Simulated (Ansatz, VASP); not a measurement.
**SiNi: VASP beside Ansatz**

The input INCAR:

```
SYSTEM = SiNi
  ALGO = Normal
  EDIFF = 1E-6
  ENCUT = 520
  GGA = PS
  ISIF = 2
  ISMEAR = 0
  LASPH = .True.
  LCHARG = .False.
  LREAL = .False.
  LWAVE = .False.
  NBANDS = 22
  NELM = 80
  PREC = Accurate
  SIGMA = 0.15
```

File KPOINTS:

```
k-points
0
Gamma
  16 14 10
  0 0 0
```

File POSCAR:

```
SiNi
1.0
    3.0266200000      0.0000000000      0.0000000000
    0.0000000000      3.2735000000      0.0000000000
    0.0000000000      0.0000000000      4.6977600000
Si Ni
2 2
Direct
    0.5000000000      0.5458225141      0.8423000000
    0.0000000000      0.0000000000      0.1577000000
    0.5000000000      0.5000000000      0.3442200000
    0.0000000000      0.0000000000      0.6557800000
```

Input for Ansatz:

```yaml
crystal:
  lattice:
    - [3.02662, 0.0, 0.0]
    - [0.0, 3.2735, 0.0]
    - [0.0, 0.0, 4.69776]
  atoms:
    - { symbol: Si, position: [0.5, 0.5458225141, 0.8423] }
    - { symbol: Si, position: [0.0, 0.0, 0.1577] }
    - { symbol: Ni, position: [0.5, 0.5, 0.34422] }
    - { symbol: Ni, position: [0.0, 0.0, 0.65578] }
basis:
  ecutwfc: 420
kpoints:
  mp_grid: { grid: [16, 14, 10] }
hamiltonian:
  xc: pbesol
scf:
  occupations: { method: gaussian, width: 0.15 }
output:
  forces: true
  stress: true
  eigenvalues: true
```

Alike in both runs: task single point; functional PBEsol; k mesh 16 × 14 × 10; occupations gaussian, width 0.15 eV; no spin polarisation.

|  | VASP | Ansatz |
| --- | --- | --- |
| version | VASP 6.6.1 | Ansatz 0.2.0 |
| potentials or method | VASP PAW PBE potentials, release 64 (Si, Ni), cutoff 520 eV | scalar-relativistic, plane waves, PAW |
| valence electrons in the cell | 28 | 44 |

VASP gave:

* gap on the k mesh at the Fermi level (eV): none
* pressure (GPa): -3.9
* traceless stress, the component that is largest in VASP (GPa): -0.52
* rms of the force components (eV/Å): 0.352

Task: What did Ansatz give for the same quantities?

Result: gap on the k mesh at the Fermi level (eV): none; pressure (GPa): -4.2; traceless stress, the component that is largest in VASP (GPa): -0.70; rms of the force components (eV/Å): 0.349.

VASP's potentials were made for PBE, not for PBEsol. Atom by atom the forces differ by 0.005 eV/Å (rms over components). A gap of «none» marks a metal or a gap that the smearing closes. VASP's potentials hold 28 valence electrons a cell and Ansatz's 44, so a difference there can come from the potentials and not from the codes.
